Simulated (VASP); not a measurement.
Input of a VASP 6.6.1 run:

File INCAR:

```
PREC     = Accurate       # precision mode
ENCUT    = 520            # plane-wave cutoff, eV
EDIFF    = 1E-7           # SCF threshold, eV
ISMEAR   = -1             # smearing method
SIGMA    = 0.02           # smearing width, eV
LREAL    = Auto         
LASPH    = True           # aspherical terms in the spheres
NELM     = 80             # most SCF steps
ALGO     = Normal         # electronic algorithm
ISIF     = 2              # what is computed and relaxed
LWAVE    = False          # write WAVECAR
LCHARG   = False          # write CHGCAR
GGA      = PE             # functional
IVDW     = 12             # dispersion correction
NBANDS   = 52             # bands
```

KPOINTS

```
Automatic mesh
0
Gamma
  2 2 2
```

File POSCAR:

```
TiSi16
1.0
    0.0000000000      5.4300000000      5.4300000000
    5.4300000000      0.0000000000      5.4300000000
    5.4300000000      5.4300000000      0.0000000000
Si Ti
16 1
Direct
    0.0122104052     -0.0015654696     -0.0029905157
    0.1351865562      0.1229521179      0.1200604052
    0.0122303867     -0.0011346225      0.4906464088
    0.1335408840      0.1175556169      0.6237440147
    0.0121126151      0.4934542357     -0.0031940147
    0.1326198895      0.6253534070      0.1175664825
   -0.0002415285      0.5003604972      0.4998395028
    0.1330987109      0.6258561694      0.6235425414
    0.5057749540     -0.0009379374     -0.0030753223
    0.6388767956      0.1178633517      0.1181342541
    0.5153469613     -0.0170670350      0.5000248619
    0.6388023020      0.1187271639      0.6235558932
    0.5148031308      0.5009173112     -0.0156193370
    0.6388419890      0.6261110497      0.1175705341
    0.5150435543      0.5020120626      0.4993371087
    0.6373408840      0.6198587477      0.6219657459
    0.3866113260      0.3709941989      0.3712496317
```

Potentials or basis: VASP PAW PBE potentials, release 64 (Si, Ti_sv).

Command:

```sh
$ cat potpaw_PBE.64/Si/POTCAR potpaw_PBE.64/Ti_sv/POTCAR > POTCAR
$ mpirun -np 1 vasp_std > vasp.out
```

(1) What does it give for the pressure?

(2) What does it give for the dispersion energy per atom?

(3) What does it give for the band gap on the k mesh?

Results:

(1) 0.9 GPa.

(2) -0.343 eV.

(3) zero (band 38 reaches 6.96 eV, above the bottom of band 39 at 6.54 eV).

Caveat: the k points lie up to 0.50 Å⁻¹ apart.
